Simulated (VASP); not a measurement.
Wanted: the native input for a VASP 6.6.1 run.

```yaml
Task: single point
Functional: revPBE
Dispersion: D3(BJ)
Potentials_or_basis: VASP PAW PBE potentials, release 64 (Ti_sv)
Cutoff: 520 eV
k_mesh: 10 × 10 × 6
Occupations: fermi-dirac, width 0.05 eV
Spin: no spin polarisation
Dipole_correction: no
Further_INCAR_settings: ALGO = Normal; EDIFF = 1e-07; NBANDS = 19
```

The structure of Ti lies in POSCAR:

```
Ti
1.0
    3.0078578261      0.0000000000      0.0000000000
   -1.5039289131      2.6048812885      0.0000000000
    0.0000000000      0.0000000000      4.7717880089
Ti
2
Direct
    0.6666666667      0.3333333333      0.7500000000
    0.3333333333      0.6666666667      0.2500000000
```

The input as run:

INCAR

```
SYSTEM = Ti
PREC = Accurate
ENCUT = 520
EDIFF = 1E-7
ISMEAR = -1
SIGMA = 0.05
LREAL = .FALSE.
LASPH = .TRUE.
NELM = 80
ALGO = Normal
ISIF = 2
LWAVE = .FALSE.
LCHARG = .TRUE.
GGA = RE
IVDW = 12
LELF = .TRUE.
LVHAR = .TRUE.
NBANDS = 19
```

KPOINTS

```
Automatic mesh
0
G
  10 10 6
  0 0 0
```

Potentials or basis: VASP PAW PBE potentials, release 64 (Ti_sv).

Run with:

```console
$ cat potpaw_PBE.64/Ti_sv/POTCAR > POTCAR
$ mpirun -np 1 vasp_std > vasp.out
```

It gave:

| Quantity | Value |
| --- | --- |
| Pressure | -14.5 GPa |
| Band gap on the k mesh | zero (band 12 reaches 8.40 eV, above the bottom of band 13 at 7.41 eV) |
| Dispersion energy per atom | -1.036 eV |

Caveat: the PAW data sets were made with another functional, which shifts forces and pressure a little; pairwise dispersion overbinds metals, which lowers pressure and volume.

It took 24 s on 1 thread of AMD EPYC 9R45 96-Core Processor (Zen 5), with other jobs on the host, peak memory 0.15 GiB.
